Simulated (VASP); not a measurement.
## ZnCdC4N4: relaxation of cell and atoms with PBE

Crystal: ZnCdC4N4.

```
CELL_PARAMETERS angstrom
6.18726 0.00000 0.00000
0.00000 6.18726 0.00000
0.00000 0.00000 6.18726
ATOMIC_POSITIONS crystal
Zn 0.00000 0.00000 0.00000
Cd 0.50000 0.50000 0.50000
C 0.18746 0.18746 0.18746
C 0.18746 0.81254 0.81254
C 0.81254 0.18746 0.81254
C 0.81254 0.81254 0.18746
N 0.29600 0.29600 0.29600
N 0.29600 0.70400 0.70400
N 0.70400 0.29600 0.70400
N 0.70400 0.70400 0.29600
```

```yaml
Program: VASP 6.6.1
Task: relaxation of cell and atoms
Functional: PBE
Potentials_or_basis: VASP PAW PBE potentials, release 64 (Zn, Cd, C, N)
Cutoff: 600 eV
k_mesh: 4 × 4 × 4
Occupations: gaussian, width 0.02 eV
Spin: no spin polarisation
Dipole_correction: no
Further_INCAR_settings: ALGO = Normal; EDIFF = 1e-07; IBRION = 2; EDIFFG = -0.01; NSW = 100; ISIF = 3
```

```json
{
  "Relaxed volume": "23.86 Å³/atom",
  "Relaxed cell": "a = 6.202 Å, b = 6.202 Å, c = 6.202 Å, α = 90.00°, β = 90.00°, γ = 90.00°",
  "Space group after relaxing (to 0.1 Å)": "P-43m (No. 215)",
  "Energy gained by relaxing": "0.3 meV/atom",
  "Ionic steps": "6",
  "Pressure after relaxing": "0.0 GPa",
  "Largest force after relaxing": "0.007 eV/Å",
  "Band gap on the k mesh": "6.05 eV (least direct gap 6.15 eV)"
}
```

Forces on the atoms (eV/Å):
```
Zn   0.000  0.000  0.000
Cd   0.000  0.000  0.000
C   -0.004 -0.004 -0.004
C   -0.004  0.004  0.004
C    0.004 -0.004  0.004
C    0.004  0.004 -0.004
N   -0.002 -0.002 -0.002
N   -0.002  0.002  0.002
N    0.002 -0.002  0.002
N    0.002  0.002 -0.002
```

Step by step:
```
step  energy change (eV)  largest force (eV/Å)  pressure (GPa)  volume (Å³)
   1              0.0000                0.3541            0.53       236.86
   2              0.2440                3.5794           -3.25       239.56
   3             -0.0021                0.0557            0.17       237.08
   4             -0.0021                0.0442            0.19       237.08
   5             -0.0030                0.0211            0.06       237.92
   6             -0.0030                0.0067           -0.04       238.59
```

Final structure:
```xyz
10
Lattice="6.2023 0.0000 0.0000 0.0000 6.2023 0.0000 0.0000 0.0000 6.2023" Properties=species:S:1:pos:R:3 pbc="T T T"
Zn    0.0000    0.0000    0.0000
Cd    3.1011    3.1011    3.1011
C     1.1618    1.1618    1.1618
C     1.1618    5.0405    5.0405
C     5.0405    1.1618    5.0405
C     5.0405    5.0405    1.1618
N     1.8352    1.8352    1.8352
N     1.8352    4.3671    4.3671
N     4.3671    1.8352    4.3671
N     4.3671    4.3671    1.8352
```

Levels at points of the mesh, in eV from the valence-band top:
```tsv
k point	band 26	band 27	band 28	band 29	band 30	band 31	band 32	band 33	band 34	band 35
(0.00, 0.00, 0.00)	-0.91	-0.91	-0.31	-0.31	-0.31	6.05	6.05	6.05	6.54	6.82
(0.50, 0.00, 0.00)	-0.91	-0.88	-0.32	-0.01	-0.01	6.17	6.17	6.40	6.54	6.96
(0.50, 0.50, 0.00)	-0.85	-0.80	-0.43	0.00	0.00	6.26	6.48	6.51	6.51	7.07
(0.50, 0.50, 0.50)	-0.78	-0.78	-0.33	-0.33	-0.33	6.47	6.47	6.47	6.87	6.87
```

Run time: 18 min on 1 thread of Oxide Virtual Turin-like Processor, with other jobs on the host, peak memory 0.41 GiB.

A k mesh can miss the band edges.
